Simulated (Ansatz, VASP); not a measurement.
**InP: VASP beside Ansatz**

```
In P
1.0
     0.00000    2.93435    2.99304
     2.93435    0.00000    2.99304
     2.93435    2.93435    0.00000
In P
1 1
Direct
  0.00000 0.00000 0.00000
  0.25000 0.25000 0.25000
```

Change from the starting cell: z stretched by +2 %, ions relaxed.

Alike in both runs: functional PBE; k mesh 13 × 13 × 13; occupations fermi-dirac, width 0.02 eV; no spin polarisation.

Ansatz relaxed the structure, and its values are those at the end. VASP's run is a single point on that final structure, the one shown.

```csv
,VASP,Ansatz
version,VASP 6.6.1,Ansatz 0.2.0
potentials or method,"VASP PAW PBE potentials, release 64 (In_d, P)","plane-wave PAW, scalar-relativistic"
plane-wave cutoff (eV),520,420
valence electrons in the cell,18,18
```

Ansatz gave:

```
pressure (GPa) : 1.7
```

Question: What did VASP give for the same quantities?

Answer: Pressure (GPa): 1.6.

Ansatz's warnings: stress scf threshold loose.
